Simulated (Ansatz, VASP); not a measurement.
BaTe: VASP beside Ansatz

The input INCAR:

```
PREC = Accurate
ENCUT = 520
EDIFF = 1E-7
ISMEAR = -1
SIGMA = 0.02
LREAL = False
LASPH = True
NELM = 80
ALGO = Normal
ISIF = 2
LWAVE = False
LCHARG = False
GGA = PE
NBANDS = 24
```

File KPOINTS:

```
regular mesh
0
Gamma
  6 6 4
```

POSCAR

```
BaTe
1.0
    6.1513482903      0.0000000000      0.0000000000
   -3.0756741451      5.3272238869      0.0000000000
    0.0000000000      0.0000000000      6.9527818801
Ba Te
2 2
Direct
    0.3333333333      0.6666666667     -0.0625000000
    0.6666666667      0.3333333333      0.4375000000
    0.3333333333      0.6666666667      0.4375000000
    0.6666666667      0.3333333333      0.9375000000
```

Input for Ansatz:

```yaml
crystal:
  lattice:
    - [6.1513482903, 0.0, 0.0]
    - [-3.0756741451, 5.3272238869, 0.0]
    - [0.0, 0.0, 6.9527818801]
  atoms:
    - { symbol: Ba, position: [0.3333333333, 0.6666666667, -0.0625] }
    - { symbol: Ba, position: [0.6666666667, 0.3333333333, 0.4375] }
    - { symbol: Te, position: [0.3333333333, 0.6666666667, 0.4375] }
    - { symbol: Te, position: [0.6666666667, 0.3333333333, 0.9375] }
kpoints:
  mp_grid: { grid: [6, 6, 4] }
  band_path:
    path:
      - [0.0, 0.0, 0.0]
      - [0.5, 0.0, 0.0]
      - [0.3333333333, 0.3333333333, 0.0]
      - [0.0, 0.0, 0.5]
      - [0.5, 0.0, 0.5]
      - [0.3333333333, 0.3333333333, 0.5]
    npoints: 1
hamiltonian:
  xc: pbe
scf:
  occupations: { method: fermi_dirac, width: 0.02 }
  n_extra_bands: 5
output:
  forces: true
  stress: true
  eigenvalues: true
```

Change from the starting cell: epitaxial_xy strain +3.0%.

Alike in both runs: task single point; functional PBE; k mesh 6 × 6 × 4; occupations fermi-dirac, width 0.02 eV; no spin polarisation.

```csv
,VASP,Ansatz
version,VASP 6.6.1,Ansatz 0.2.0
potentials or method,"VASP PAW PBE potentials, release 64 (Ba_sv, Te)","plane waves, PAW"
plane-wave cutoff (eV),520,420
valence electrons in the cell,32,52
```

```tsv
	VASP	Ansatz	Ansatz less VASP
gap on the k mesh at the Fermi level (eV)	1.92	2.00	+0.071
pressure (GPa)	-0.7	-0.9	-0.20
traceless stress, the component that is largest in VASP (GPa)	0.93	0.82	-0.110
```

VASP's potentials hold 32 valence electrons a cell and Ansatz's 52, so a difference there can come from the potentials and not from the codes.

Spin-orbit coupling is off throughout.
